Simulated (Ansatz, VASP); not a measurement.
Ta: VASP beside Ansatz

```xyz
1
Lattice="-1.4918 1.4918 2.1355 1.4918 -1.4918 2.1355 1.4918 1.4918 -2.1355" Properties=species:S:1:pos:R:3 pbc="T T T"
Ta    0.0000    0.0000    0.0000
```

Alike in both runs: task single point; functional PBE; k mesh 20 × 20 × 20; occupations gaussian, width 0.15 eV; no spin polarisation.

|  | VASP | Ansatz |
| --- | --- | --- |
| version | VASP 6.6.1 | Ansatz 0.2.0 |
| potentials or method | VASP PAW PBE potentials, release 64 (Ta_pv), cutoff 520 eV | scalar-relativistic, plane waves, PAW |
| valence electrons in the cell | 11 | 13 |

|  | VASP | Ansatz | Ansatz less VASP |
| --- | --- | --- | --- |
| gap on the k mesh at the Fermi level (eV) | none | none | - |
| pressure (GPa) | -1.8 | -1.8 | +0.01 |
| traceless stress, the component that is largest in VASP (GPa) | 0.78 | 0.77 | -0.005 |

A gap of «none» marks a metal or a gap that the smearing closes. With one functional, cell and mesh, what is left measures potentials, basis and numerics. VASP's potentials hold 11 valence electrons a cell and Ansatz's 13, so a difference there can come from the potentials and not from the codes.

Neither program's run includes spin-orbit coupling.
